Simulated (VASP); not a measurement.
ZnO, 2 atoms in the cell. It takes space group Fm-3m (No. 225, cubic). Conventional cell: a = 4.265 Å, b = 4.265 Å, c = 4.265 Å, α = 90.00°, β = 90.00°, γ = 90.00°. Within 2.8 Å of Zn (site symmetry m-3m) lie 6 O at 2.13 Å. O (site symmetry m-3m) has 6 Zn at 2.13 Å within 2.8 Å. 

* Program: VASP 6.6.1
* Task: single point
* Functional: r2SCAN
* Potentials or basis: VASP PAW PBE potentials, release 64 (Zn, O)
* Cutoff: 520 eV
* k mesh: 10 × 10 × 10
* Occupations: fermi-dirac, width 0.05 eV
* Spin: no spin polarisation
* Dipole correction: no
* Further INCAR settings: ALGO = Normal; EDIFF = 1e-06; NBANDS = 16

Potentials or basis: VASP PAW PBE potentials, release 64 (Zn, O).

The run is started by

```bash
$ cat potpaw_PBE.64/Zn/POTCAR potpaw_PBE.64/O/POTCAR > POTCAR
$ cp INCAR.step1 INCAR
$ mpirun -np 1 vasp_std > vasp.out
$ cp INCAR.step2 INCAR
$ mpirun -np 1 vasp_std > vasp.out
```

Hardware: 1 thread of Intel(R) Xeon(R) 6975P-C (Granite Rapids) (shared host).

Problem. Estimate the wall time of this run.

Solution. It took 22 s on 1 thread of Intel(R) Xeon(R) 6975P-C (Granite Rapids) (shared host), peak memory 0.14 GiB. Counts: k points 47.
